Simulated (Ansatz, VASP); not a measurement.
## Two plane-wave programs on CoO

INCAR

```
SYSTEM = CoO
PREC = Accurate ; ENCUT = 520
EDIFF = 1E-6 ; ISMEAR = 0
SIGMA = 0.1 ; LREAL = .FALSE.
LASPH = .TRUE. ; NELM = 100
ALGO = Normal ; ISIF = 2
LWAVE = .FALSE. ; LCHARG = .TRUE.
GGA = PS ; LELF = .TRUE.
LVHAR = .TRUE. ; NBANDS = 23
```

Contents of KPOINTS:

```
regular mesh
0
G
  18 18 8
  0 0 0
```

Contents of POSCAR:

```
CoO
1.0
    3.1976457435      0.0000000000      0.0000000000
   -1.5988228718      2.7692424462      0.0000000000
    0.0000000000      0.0000000000      5.2287097100
Co O
2 2
Direct
    0.0000000000      0.0000000000      0.0034741400
    0.3333333333      0.6666666667      0.5033624100
    0.0000000000      0.0000000000      0.3716088500
    0.3333333333      0.6666666667      0.8715556000
```

Input for Ansatz:

```yaml
crystal:
  lattice:
    - [3.1976457435, 0.0, 0.0]
    - [-1.5988228718, 2.7692424462, 0.0]
    - [0.0, 0.0, 5.22870971]
  atoms:
    - { symbol: Co, position: [0.0, 0.0, 0.00347414] }
    - { symbol: Co, position: [0.3333333333, 0.6666666667, 0.50336241] }
    - { symbol: O, position: [0.0, 0.0, 0.37160885] }
    - { symbol: O, position: [0.3333333333, 0.6666666667, 0.8715556] }
basis:
  ecutwfc: 420
kpoints:
  mp_grid: { grid: [18, 18, 8] }
hamiltonian:
  xc: pbesol
scf:
  occupations: { method: gaussian, width: 0.1 }
  lower_state_search: "off"
output:
  forces: true
  stress: true
  eigenvalues: true
```

Alike in both runs: task single point; functional PBEsol; k mesh 18 × 18 × 8; occupations gaussian, width 0.1 eV; no spin polarisation.

|  | VASP | Ansatz |
| --- | --- | --- |
| version | VASP 6.6.1 | Ansatz 0.2.0 |
| potentials or method | VASP PAW PBE potentials, release 64 (Co, O), cutoff 520 eV | scalar-relativistic, plane waves, PAW |
| valence electrons in the cell | 30 | 46 |

|  | VASP | Ansatz | Ansatz less VASP |
| --- | --- | --- | --- |
| gap on the k mesh at the Fermi level (eV) | none | none | - |
| pressure (GPa) | -22.2 | -22.2 | -0.03 |
| traceless stress, the component that is largest in VASP (GPa) | 4.94 | 5.05 | +0.113 |
| rms of the force components (eV/Å) | 0.054 | 0.050 | -0.0040 |

VASP's potentials were made for PBE, not for PBEsol. Atom by atom the forces differ by 0.004 eV/Å (rms over components). A gap of «none» marks a metal or a gap that the smearing closes. With one functional, cell and mesh, what is left measures potentials, basis and numerics. VASP's potentials hold 30 valence electrons a cell and Ansatz's 46, so a difference there can come from the potentials and not from the codes.
